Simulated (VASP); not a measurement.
Write the native input for VASP 6.6.1 that does the following.

```yaml
Task: single point
Functional: PBE
Potentials_or_basis: VASP PAW PBE potentials, release 64 (Cd, S)
Cutoff: 500 eV
k_mesh: 8 × 8 × 5
Occupations: fermi-dirac, width 0.1 eV
Spin: non-collinear spin, zero start, spin-orbit coupling
Starting_moments: "[[0.0, 0.0, 0.0], [0.0, 0.0, 0.0], [0.0, 0.0, 0.0], [0.0, 0.0, 0.0]] μB"
Dipole_correction: no
Further_INCAR_settings: ALGO = Normal; EDIFF = 1e-06; NBANDS = 50
```

The structure of CdS lies in POSCAR:

```
CdS
1.0
    3.8525187300      0.0000000000      0.0000000000
   -1.9262593650      3.3363790887      0.0000000000
    0.0000000000      0.0000000000      6.2540767900
Cd S
2 2
Direct
    0.6666666667      0.3333333333      0.5000000000
    0.3333333333      0.6666666667      0.0000000000
    0.6666666667      0.3333333333      0.8750000000
    0.3333333333      0.6666666667      0.3750000000
```

The input as run:

INCAR

```
PREC = Accurate
ENCUT = 500
EDIFF = 1E-6
ISMEAR = -1
SIGMA = 0.1
LREAL = F
LASPH = T
NELM = 200
ALGO = Normal
ISIF = 2
LWAVE = F
LCHARG = T
MAGMOM = 0 0 0 0 0 0 0 0 0 0 0 0
LORBIT = 11
LSORBIT = T
GGA_COMPAT = F
LORBMOM = T
GGA = PE
LVHAR = T
NBANDS = 50
```

KPOINTS

```
regular mesh
0
Gamma
  8 8 5
```

Potentials or basis: VASP PAW PBE potentials, release 64 (Cd, S).

Launch:

```bash
$ cat potpaw_PBE.64/Cd/POTCAR potpaw_PBE.64/S/POTCAR > POTCAR
$ mpirun -np 1 vasp_ncl > vasp.out
```

Results of the run:

* Pressure: 25.7 GPa
* Largest force: 0.119 eV/Å
* Net moment: 0.00 μB per cell
* Valence electrons inside the program's atomic spheres: Cd 10.54; S 3.83

Caveat: the cell stands under pressure.

It took 6.4 min on 1 thread of Intel(R) Xeon(R) Platinum 8259CL CPU @ 2.50GHz (Skylake/Cascade Lake) (shared host), peak memory 0.48 GiB.
